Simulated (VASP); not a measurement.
# AgH8O4F in VASP: single point with PBE+D3(BJ)

Aim: the single point of AgH8O4F with PBE+D3(BJ).

Program: VASP 6.6.1. These are calculated values, not measurements. Logs are shortened: lines on timing, memory, paths and dates and some standing lists are left out, and cuts for length are marked.

## 1. The cell of the first run

The cell holds a disordered packing, 14 atoms: a = 5.474 Å, b = 5.474 Å, c = 5.474 Å, α = 90.00°, β = 90.00°, γ = 90.00°.

## 2. Single point, PBE+D3(BJ)

INCAR reads:

```
PREC = Accurate ; ENCUT = 520
EDIFF = 1E-6 ; ISMEAR = -1
SIGMA = 0.02 ; LREAL = False
LASPH = True ; NELM = 120
ALGO = Normal ; ISIF = 2
LWAVE = False ; LCHARG = True
GGA = PE ; IVDW = 12
LELF = True ; LVHAR = True
NBANDS = 42 ; GGA_COMPAT = False
```

KPOINTS reads:

```
Automatic mesh
0
Gamma
  1 1 1
```

POSCAR reads:

```
AgH8O4F
1.0
    5.4737040000      0.0000000000      0.0000000000
    0.0000000000      5.4737040000      0.0000000000
    0.0000000000      0.0000000000      5.4737040000
O H Ag F
4 8 1 1
Direct
    0.0388515349      0.4616541822      0.1913179497
    0.2571153457      0.8517807661      0.7564662270
    0.4499049610      0.3968644691      0.4535318558
    0.7065477315      0.1094568051      0.8287472570
    0.0706743294      0.5338820793      0.0318440863
   -0.0642166323      0.5878725936      0.2836719944
    0.0983880398      0.9150398308      0.7044010750
    0.3114555913      0.7441710930      0.6244565560
    0.5558781957      0.5439012747      0.4248259870
    0.3018678892      0.4156707531      0.3485925094
    0.6864442422      0.2695570421      0.7537239583
    0.5483043070      0.0319723702      0.7869094395
    0.7094352483      1.1186161874      0.2650551967
    0.7665229164      0.7374068534      0.4290505079
```

Potentials or basis: VASP PAW PBE potentials, release 64 (O, H, Ag_sv_GW, F).

Started as:

```bash
$ cat potpaw_PBE.64/O/POTCAR potpaw_PBE.64/H/POTCAR potpaw_PBE.64/Ag_sv_GW/POTCAR potpaw_PBE.64/F/POTCAR > POTCAR
$ mpirun -np 1 vasp_gam > vasp.out
```

OUTCAR:

```text
PREC = Accurate
   ENCUT = 520
   EDIFF = 1E-6
   ISMEAR = -1
   LREAL = False
   LASPH = True
   NELM = 120
   ISIF = 2
   GGA = PE
   IVDW = 12
 IVDW          = 12

 ion  position               nearest neighbor table
   1  0.039  0.462  0.191-   5 0.97   6 1.03
   2  0.257  0.852  0.756-   7 0.98   8 0.98
   3  0.450  0.397  0.454-  10 1.00   9 1.00
   4  0.707  0.109  0.829-  11 0.97  12 0.99
   5  0.071  0.534  0.032-   1 0.97
   6  0.936  0.588  0.284-   1 1.03
   7  0.098  0.915  0.704-   2 0.98
   8  0.311  0.744  0.624-   2 0.98
   9  0.556  0.544  0.425-   3 1.00
  10  0.302  0.416  0.349-   3 1.00
  11  0.686  0.270  0.754-   4 0.97
  12  0.548  0.032  0.787-   4 0.99
  13  0.709  0.119  0.265-
  14  0.767  0.737  0.429-

  LATTYP: Found a simple cubic cell.
 ALAT       =     5.4737040000

  Lattice vectors:

 A1 = (   5.4737040000,   0.0000000000,   0.0000000000)
 A2 = (   0.0000000000,   5.4737040000,   0.0000000000)
 A3 = (   0.0000000000,   0.0000000000,   5.4737040000)

Analysis of symmetry for initial positions (statically):
=====================================================================
 Subroutine PRICEL returns:
 Original cell was already a primitive cell.

 Routine SETGRP: Setting up the symmetry group for a
 simple cubic supercell.

 Subroutine GETGRP returns: Found  1 space group operations
 (whereof  1 operations were pure point group operations)
 out of a pool of 48 trial point group operations.

The static configuration has the point symmetry C_1 .

Analysis of symmetry for dynamics (positions and initial velocities):
=====================================================================
 Subroutine PRICEL returns:
 Original cell was already a primitive cell.

 Routine SETGRP: Setting up the symmetry group for a
 simple cubic supercell.

 Subroutine GETGRP returns: Found  1 space group operations
 (whereof  1 operations were pure point group operations)
 out of a pool of 48 trial point group operations.

The dynamic configuration has the point symmetry C_1 .

 Subroutine INISYM returns: Found  1 space group operations
 (whereof  1 operations are pure point group operations),
 and found     1 'primitive' translations
[... 96 lines left out ...]
   LREAL  =      F    real-space projection
[... 7 lines left out ...]
   TEBEG  =    0.0;   TEEND  =   0.0 temperature during run
   PSTRESS=    0.0 pullay stress
   NELECT =      58.0000    total number of electrons
   NUPDOWN=      -1.0000    fix difference up-down
   EMIN   =  10.00;   EMAX   =-10.00  energy-range for DOS
   EFERMI =   0.00;   METHOD = LEGACY
   ISMEAR =    -1;   SIGMA  =   0.02  broadening in eV -4-tet -1-fermi 0-gaus
   EFERMI_NEDOS =   21; number of points for ismear=-14 and -15
   IALGO  =     38    algorithm
   IMIX   =      4    mixing-type and parameters
     AMIX     =   0.40;   BMIX     =  1.00
     AMIX_MAG =   1.60;   BMIX_MAG =  1.00
  volume/ion in A,a.u.               =      11.71        79.05
  Fermi-wavevector in a.u.,A,eV,Ry     =   1.157718  2.187770 18.236044  1.340311
  Thomas-Fermi vector in A             =   2.294327
   LORBIT       =      0    0 simple, 1 ext, 2 COOP (PROOUT), +10 PAW based schemes
   GGA     = PE    functional components
   LHFCALC =     F    Hartree Fock is set to
   AEXX    =    0.0000 exact exchange contribution
   IVDW    =    12    specifies the selected vdW correction
   LEPSILON=     F    determine dielectric tensor
   LRPA    =     F    only Hartree local field effects (RPA)
 non-spin polarized calculation
  energy-cutoff  :      520.00
  volume of cell :      164.00
 maximum number of plane-waves:      2193
 NGX is ok and might be reduce to    42
   NGX = 21   NGY = 21   NGZ = 21

 number of electron      57.9999994 magnetization

 Free energy of the ion-electron system (eV)
  ---------------------------------------------------
  ext. energy  EPLUGINS =         0.00000000
  ---------------------------------------------------
  free energy    TOTEN  =       -62.89743045 eV

  energy without entropy =      -62.89743045  energy(sigma->0) =      -62.89743045

 E-fermi :  -1.6021     XC(G=0):  -7.1912

 val. band max:       -2.1660136028   @ k =   0.0000   0.0000   0.0000
 cond. band min:       0.6316502292   @ k =   0.0000   0.0000   0.0000
 fundamental gap:      2.7976638320
 Fermi energy:        -1.6021007741

 k-point     1 :       0.0000    0.0000    0.0000
  band No.  band energies     occupation
      1     -90.6804      2.00000
      2     -54.2796      2.00000
      3     -54.2021      2.00000
      4     -54.1614      2.00000
      5     -23.2431      2.00000
      6     -21.8148      2.00000
[... 33 lines left out ...]
     40       9.2139      0.00000
     41       9.5292      0.00000
 [bands above 41 left out]

------------------------ aborting loop because EDIFF is reached ----------------------------------------

 Edisp (eV)   -0.69359

 E8    (eV) :    -0.1847

  FORCE on cell =-STRESS in cart. coord.  units (eV):
  Direction    XX          YY          ZZ          XY          YZ          ZX
  --------------------------------------------------------------------------------------
  -------------------------------------------------------------------------------------
  Total      -2.22426     0.21745    -1.38350    -0.29215     0.86910     0.23492
  in kB     -21.72958     2.12438   -13.51595    -2.85410     8.49058     2.29502
  external pressure =      -11.04 kB  Pullay stress =        0.00 kB

 VOLUME and BASIS-vectors are now :
 -----------------------------------------------------------------------------
  energy-cutoff  :      520.00
  volume of cell :      164.00
      direct lattice vectors                 reciprocal lattice vectors
     5.473704000  0.000000000  0.000000000     0.182691647  0.000000000  0.000000000
     0.000000000  5.473704000  0.000000000     0.000000000  0.182691647  0.000000000
     0.000000000  0.000000000  5.473704000     0.000000000  0.000000000  0.182691647

 POSITION                                       TOTAL-FORCE (eV/Angst)
 -----------------------------------------------------------------------------------
      0.21266      2.52696      1.04722         0.015266      0.093037      0.039267
      1.40737      4.66240      4.14067         0.042857     -0.120510     -0.076082
      2.46265      2.17232      2.48250         0.008583      0.175121      0.046458
      3.86743      0.59913      4.53632        -0.120907      0.053500      0.124597
      0.38685      2.92231      0.17431         0.096431     -0.003259     -0.041144
      5.12220      3.21784      1.55274         0.025896     -0.069720     -0.065200
      0.53855      5.00866      3.85568        -0.021694     -0.023433      0.012421
      1.70482      4.07337      3.41809        -0.125309     -0.047776      0.143364
      3.04271      2.97715      2.32537         0.150375      0.096041      0.051836
      1.65234      2.27526      1.90809        -0.099483     -0.045769     -0.091488
      3.75739      1.47548      4.12566         0.029104      0.100036     -0.035229
      3.00126      0.17501      4.30731         0.016897     -0.184340      0.043377
      3.88324      0.64927      1.45083        -0.007640     -0.171909      0.037031
      4.19572      4.03635      2.34850        -0.010376      0.148981     -0.189208
 -----------------------------------------------------------------------------------
    total drift:                                0.001678     -0.000177     -0.003375

  FREE ENERGIE OF THE ION-ELECTRON SYSTEM (eV)
  ---------------------------------------------------
  free  energy   TOTEN  =       -63.5910221756 eV

  energy  without entropy=      -63.5910221756  energy(sigma->0) =      -63.59102218
```

OSZICAR:

```text
N       E                     dE             d eps       ncg     rms          rms(c)
DAV:   1     0.683171062510E+03    0.68317E+03   -0.35013E+04    92   0.136E+03
DAV:   2    -0.112558047473E+02   -0.69443E+03   -0.64712E+03   100   0.443E+02
DAV:   3    -0.699116879259E+02   -0.58656E+02   -0.57529E+02   120   0.163E+02
DAV:   4    -0.719791096046E+02   -0.20674E+01   -0.20520E+01   112   0.287E+01
DAV:   5    -0.720813719902E+02   -0.10226E+00   -0.10213E+00   136   0.720E+00    0.199E+01
DAV:   6    -0.642295568405E+02    0.78518E+01   -0.10347E+02   128   0.590E+01    0.103E+01
DAV:   7    -0.630680977654E+02    0.11615E+01   -0.58442E+00   120   0.408E+01    0.547E+00
DAV:   8    -0.629176672262E+02    0.15043E+00   -0.14646E+00   136   0.149E+01    0.197E+00
DAV:   9    -0.628935864959E+02    0.24081E-01   -0.94529E-02   120   0.330E+00    0.594E-01
DAV:  10    -0.628976088751E+02   -0.40224E-02   -0.34654E-02   128   0.215E+00    0.271E-01
DAV:  11    -0.628973650248E+02    0.24385E-03   -0.65740E-03   128   0.131E+00    0.819E-02
DAV:  12    -0.628974795881E+02   -0.11456E-03   -0.80203E-04   128   0.226E-01    0.479E-02
DAV:  13    -0.628974343026E+02    0.45286E-04   -0.19620E-04   104   0.125E-01    0.124E-02
DAV:  14    -0.628974301469E+02    0.41557E-05   -0.22030E-05   120   0.425E-02    0.654E-03
DAV:  15    -0.628974304488E+02   -0.30190E-06   -0.49049E-06    96   0.220E-02
   1 F= -.63591022E+02 E0= -.63591022E+02  d E =-.664088E-12
```

stdout:

```text
POSCAR found type information on POSCAR O H AgF
 POSCAR found :  4 types and      14 ions
 scaLAPACK will be used
 LDA part: xc-table for (Slater+PW92), standard interpolation
 POSCAR, INCAR and KPOINTS ok, starting setup
 FFT: planning ... GRIDC
 FFT: planning ... GRID_SOFT
 FFT: planning ... GRID
 WAVECAR not read
 entering main loop
```

It took 12 s on 1 thread of AMD EPYC 9R45 (Zen 5), shared host; peak memory 0.23 GiB.

Results:

```
Free energy                : -63.5910 eV
Pressure                   : -1.1 GPa
Largest force              : 0.241 eV/Å
Dispersion energy per atom : -0.050 eV
```

Forces on the atoms (eV/Å):
```
O    0.015  0.093  0.039
O    0.043 -0.121 -0.076
O    0.009  0.175  0.046
O   -0.121  0.053  0.125
H    0.096 -0.003 -0.041
H    0.026 -0.070 -0.065
H   -0.022 -0.023  0.012
H   -0.125 -0.048  0.143
H    0.150  0.096  0.052
H   -0.099 -0.046 -0.091
H    0.029  0.100 -0.035
H    0.017 -0.184  0.043
Ag  -0.008 -0.172  0.037
F   -0.010  0.149 -0.189
```

Stress tensor (GPa, compression positive):
```
-2.17 -0.29  0.23
-0.29  0.21  0.85
 0.23  0.85 -1.35
```

Caveat: the k points lie up to 1.15 Å⁻¹ apart, too coarse for converged energies, forces and pressures.
